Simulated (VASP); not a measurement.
# Nb (P6/mmm) in VASP: further runs, part 2 of 3

VASP 6.6.1. Earlier steps stand in the parts before.

**3. Single point, r2SCAN**

This run uses another cell than the first one, of 19.40 Å³/atom.

File POSCAR:

```
Nb
1.0
    2.8787726823      0.0000000000      0.0000000000
   -1.4393863411      2.4930902746      0.0000000000
    0.0000000000      0.0000000000      2.7032132146
Nb
1
Direct
    0.0000000000      0.0000000000      0.0000000000
```

File INCAR.step1:

```
ALGO = Normal
EDIFF = 1E-4
ENCUT = 520
GGA = PE
ISMEAR = 0
LASPH = T
LCHARG = F
LREAL = F
LWAVE = T
NBANDS = 12
NELM = 100
PREC = Accurate
SIGMA = 0.1
```

File INCAR.step2:

```
ALGO = Normal
EDIFF = 1E-6
ENCUT = 520
ISIF = 2
ISMEAR = 0
ISTART = 1
LASPH = T
LCHARG = F
LMIXTAU = T
LREAL = F
LWAVE = F
METAGGA = R2SCAN
NBANDS = 12
NELM = 100
PREC = Accurate
SIGMA = 0.1
```

File KPOINTS:

```
k-points
0
Gamma
  9 9 6
```

Potentials or basis: VASP PAW PBE potentials, release 64 (Nb_sv).

Launch:

```sh
$ cat potpaw_PBE.64/Nb_sv/POTCAR > POTCAR
$ cp INCAR.step1 INCAR
$ mpirun -np 1 vasp_std > vasp.out
$ cp INCAR.step2 INCAR
$ mpirun -np 1 vasp_std > vasp.out
```

OUTCAR:

```text
EDIFF = 1E-6
   ENCUT = 520
   ISIF = 2
   ISMEAR = 0
   ISTART = 1
   LASPH = T
   LREAL = F
   METAGGA = R2SCAN
   NELM = 100
   PREC = Accurate

 ion  position               nearest neighbor table
   1  0.000  0.000  0.000-

  LATTYP: Found a hexagonal cell.
 ALAT       =     2.8787726823
 C/A-ratio  =     0.9390158630

  Lattice vectors:

 A1 = (   2.8787726823,   0.0000000000,   0.0000000000)
 A2 = (  -1.4393863411,   2.4930902746,   0.0000000000)
 A3 = (   0.0000000000,   0.0000000000,   2.7032132146)

Analysis of symmetry for initial positions (statically):
=====================================================================
 Subroutine PRICEL returns:
 Original cell was already a primitive cell.

 Routine SETGRP: Setting up the symmetry group for a
 hexagonal supercell.

 Subroutine GETGRP returns: Found 24 space group operations
 (whereof 24 operations were pure point group operations)
 out of a pool of 24 trial point group operations.

The static configuration has the point symmetry D_6h.

Analysis of symmetry for dynamics (positions and initial velocities):
=====================================================================
 Subroutine PRICEL returns:
 Original cell was already a primitive cell.

 Routine SETGRP: Setting up the symmetry group for a
 hexagonal supercell.

 Subroutine GETGRP returns: Found 24 space group operations
 (whereof 24 operations were pure point group operations)
 out of a pool of 24 trial point group operations.

The dynamic configuration has the point symmetry D_6h.

 Subroutine INISYM returns: Found 24 space group operations
 (whereof 24 operations are pure point group operations),
 and found     1 'primitive' translations

----------------------------------------------------------------------------------------

                                     Primitive cell

  volume of cell :      19.4011

  direct lattice vectors                    reciprocal lattice vectors
     2.878772682  0.000000000  0.000000000     0.347370255  0.200554310  0.000000000
    -1.439386341  2.493090275  0.000000000     0.000000000  0.401108620  0.000000000
     0.000000000  0.000000000  2.703213215     0.000000000  0.000000000  0.369930124

  length of vectors
     2.878772682  2.878772682  2.703213215     0.401108620  0.401108620  0.369930124

  position of ions in fractional coordinates (direct lattice)
     0.000000000  0.000000000  0.000000000

  ion indices of the primitive-cell ions
   primitive index   ion index
                 1           1

----------------------------------------------------------------------------------------

 KPOINTS: k-points

Automatic generation of k-mesh.
 Grid dimensions read from file:
 generate k-points for:    9    9    6

 Generating k-lattice:

  Cartesian coordinates                     Fractional coordinates (reciprocal lattice)
     0.038596695  0.022283812  0.000000000     0.111111111 -0.000000000  0.000000000
     0.000000000  0.044567624  0.000000000     0.000000000  0.111111111  0.000000000
     0.000000000  0.000000000  0.061655021     0.000000000  0.000000000  0.166666667

  Length of vectors
     0.044567624  0.044567624  0.061655021

  Shift w.r.t. Gamma in fractional coordinates (k-lattice)
     0.000000000  0.000000000  0.000000000

 Subroutine IBZKPT returns following result:
 ===========================================

 Found     48 irreducible k-points:

 Following reciprocal coordinates:
            Coordinates               Weight
  0.000000  0.000000  0.000000      1.000000
  0.111111 -0.000000  0.000000      6.000000
  0.222222 -0.000000  0.000000      6.000000
  0.333333 -0.000000  0.000000      6.000000
  0.444444 -0.000000  0.000000      6.000000
  0.111111  0.111111  0.000000      6.000000
[... 16 lines left out ...]
  0.333333  0.222222  0.166667     24.000000
  0.333333  0.333333  0.166667      4.000000
 [... further k-points ...]
   k-points           NKPTS =     48   k-points in BZ     NKDIM =     48   number of bands    NBANDS=     12
   number of dos      NEDOS =    301   number of ions     NIONS =      1
   total plane-waves  NPLWV =  11520
   dimension x,y,z NGX =    24 NGY =   24 NGZ =   20
   dimension x,y,z NGXF=    48 NGYF=   48 NGZF=   40
   ions per type =               1
   NGX,Y,Z   is equivalent  to a cutoff of  13.86, 13.86, 12.30 a.u.
   NGXF,Y,Z  is equivalent  to a cutoff of  27.72, 27.72, 24.60 a.u.
 SYSTEM =  unknown system
   PREC   = accura    normal or accurate (medium, high low for compatibility)
   ISTART =      1    job   : 0-new  1-cont  2-samecut
   ICHARG =      0    charge: 1-file 2-atom 10-const
   ISPIN  =      1    spin polarized calculation?
   LNONCOLLINEAR =      F non collinear calculations
   LSORBIT =      F    spin-orbit coupling
   LASPH  =      T    aspherical Exc in radial PAW
   ENCUT  =  520.0 eV  38.22 Ry    6.18 a.u.   5.35  5.35  5.03*2*pi/ulx,y,z
   NELM   =    100;   NELMIN=  2; NELMDL=  0     # of ELM steps
   EDIFF  = 0.1E-05   stopping-criterion for ELM
   LREAL  =      F    real-space projection
   EDIFFG = 0.1E-04   stopping-criterion for IOM
   NSW    =      0    number of steps for IOM
   IBRION =     -1    ionic relax: 0-MD 1-quasi-New 2-CG
   NFREE  =      0    steps in history (QN), initial steepest desc. (CG)
   ISIF   =      2    stress and relaxation
   ISYM   =      2    0-nonsym 1-usesym 2-fastsym
   POTIM  = 0.5000    time-step for ionic-motion
   TEBEG  =    0.0;   TEEND  =   0.0 temperature during run
   PSTRESS=    0.0 pullay stress
   NELECT =      13.0000    total number of electrons
   NUPDOWN=      -1.0000    fix difference up-down
   EMIN   =  10.00;   EMAX   =-10.00  energy-range for DOS
   EFERMI =   0.00;   METHOD = LEGACY
   ISMEAR =     0;   SIGMA  =   0.10  broadening in eV -4-tet -1-fermi 0-gaus
   EFERMI_NEDOS =   21; number of points for ismear=-14 and -15
   IALGO  =     38    algorithm
   IMIX   =      4    mixing-type and parameters
     AMIX     =   0.40;   BMIX     =  1.00
     AMIX_MAG =   1.60;   BMIX_MAG =  1.00
  volume/ion in A,a.u.               =      19.40       130.92
  Fermi-wavevector in a.u.,A,eV,Ry     =   1.432564  2.707154 27.922418  2.052240
  Thomas-Fermi vector in A             =   2.552178
   LORBIT       =      0    0 simple, 1 ext, 2 COOP (PROOUT), +10 PAW based schemes
   METAGGA = R2SCAN    functional components
   LHFCALC =     F    Hartree Fock is set to
   AEXX    =    0.0000 exact exchange contribution
   IVDW    =     0    specifies the selected vdW correction
   LEPSILON=     F    determine dielectric tensor
   LRPA    =     F    only Hartree local field effects (RPA)
 non-spin polarized calculation
 Gauss-broadening in eV      SIGMA  =   0.10
  energy-cutoff  :      520.00
  volume of cell :       19.40
 maximum number of plane-waves:       550
 NGX is ok and might be reduce to    24
   NGX = 11   NGY = 11   NGZ = 11

 number of electron      12.9999998 magnetization

 Free energy of the ion-electron system (eV)
  ---------------------------------------------------
  ext. energy  EPLUGINS =         0.00000000
  ---------------------------------------------------
  free energy    TOTEN  =       -24.24458722 eV

  energy without entropy =      -24.24146302  energy(sigma->0) =      -24.24302512

 E-fermi :  10.3595     XC(G=0): -13.0988

 val. band max:       10.3286615391   @ k =   0.3333   0.1111   0.0000
 cond. band min:      10.4060926726   @ k =   0.1111  -0.0000   0.1667
 fundamental gap:      0.0774311336
 Fermi energy:        10.3594932346

 k-point     1 :       0.0000    0.0000    0.0000
  band No.  band energies     occupation
      1     -46.1585      2.00000
      2     -20.7786      2.00000
      3     -20.7786      2.00000
      4     -20.6019      2.00000
      5       4.1413      2.00000
      6       7.2586      2.00000
      7      10.6866      0.00000
      8      10.6866      0.00000
      9      15.9249      0.00000
     10      15.9249      0.00000
     11      22.9257      0.00000
     12      25.7555      0.00000
[... 331 lines left out ...]
 k-point    24 :       0.3333    0.3333    0.1667
  band No.  band energies     occupation
      1     -45.8633      2.00000
      2     -21.6856      2.00000
      3     -21.6856      2.00000
      4     -20.8245      2.00000
      5       9.0471      2.00000
      6       9.0471      2.00000
      7      10.1813      1.98825
      8      12.2769      0.00000
      9      12.2769      0.00000
     10      19.3715      0.00000
     11      20.9125      0.00000
     12      20.9125      0.00000

 [... further k-points ...]

------------------------ aborting loop because EDIFF is reached ----------------------------------------

  FORCE on cell =-STRESS in cart. coord.  units (eV):
  Direction    XX          YY          ZZ          XY          YZ          ZX
  --------------------------------------------------------------------------------------
  -------------------------------------------------------------------------------------
  Total       -0.0058109     -0.0058109     -0.0250340     -0.0000000     -0.0000000      0.0000000
  in kB       -0.4798751     -0.4798751     -2.0673579     -0.0000000     -0.0000000      0.0000000
  external PRESSURE =      -1.0090361 kB  Pullay stress =       0.0000000 kB

 VOLUME and BASIS-vectors are now :
 -----------------------------------------------------------------------------
  energy-cutoff  :      520.00
  volume of cell :       19.40
      direct lattice vectors                 reciprocal lattice vectors
     2.878772682  0.000000000  0.000000000     0.347370255  0.200554310  0.000000000
    -1.439386341  2.493090275  0.000000000     0.000000000  0.401108620  0.000000000
     0.000000000  0.000000000  2.703213215     0.000000000  0.000000000  0.369930124

 POSITION                                       TOTAL-FORCE (eV/Angst)
 -----------------------------------------------------------------------------------
      0.00000      0.00000      0.00000         0.000000      0.000000      0.000000
 -----------------------------------------------------------------------------------
    total drift:                               -0.000000      0.000000      0.000000

  FREE ENERGIE OF THE ION-ELECTRON SYSTEM (eV)
  ---------------------------------------------------
  free  energy   TOTEN  =       -24.2445872190 eV

  energy  without entropy=      -24.2414630214  energy(sigma->0) =      -24.24302512
```

OSZICAR.step1:

```text
N       E                     dE             d eps       ncg     rms          rms(c)
DAV:   1     0.114878429610E+03    0.11488E+03   -0.72083E+03  1160   0.107E+03
DAV:   2    -0.510960506529E+01   -0.11999E+03   -0.11495E+03  1240   0.378E+02
DAV:   3    -0.958429973000E+01   -0.44747E+01   -0.42404E+01  1652   0.646E+01
DAV:   4    -0.992433351315E+01   -0.34003E+00   -0.33623E+00  1668   0.161E+01
DAV:   5    -0.993772146031E+01   -0.13388E-01   -0.13382E-01  1660   0.250E+00    0.665E+00
DAV:   6    -0.961512729804E+01    0.32259E+00   -0.51717E-01  1828   0.900E+00    0.253E+00
DAV:   7    -0.958810753123E+01    0.27020E-01   -0.14747E-01  1888   0.483E+00    0.979E-01
DAV:   8    -0.959446421512E+01   -0.63567E-02   -0.12752E-02  1312   0.143E+00    0.487E-02
DAV:   9    -0.959453490014E+01   -0.70685E-04   -0.10467E-03  1928   0.309E-01    0.486E-02
DAV:  10    -0.959454709811E+01   -0.12198E-04   -0.17924E-05   736   0.595E-02
   1 F= -.95945471E+01 E0= -.95918802E+01  d E =-.533375E-02
```

Wall time 13 s (1 thread of Intel Xeon 6975P-C (Granite Rapids), shared host); peak memory 0.14 GiB.

Results:

* Free energy: -24.2446 eV
* Pressure: -0.1 GPa
* Band gap on the k mesh: zero (an odd number of electrons rules out a gap without spin polarisation)

Caveat: the k points lie up to 0.39 Å⁻¹ apart, too coarse for converged energies and pressures of a metal; the PAW data sets were made with another functional, which shifts forces and pressure a little.

[end of part 2 of 3]
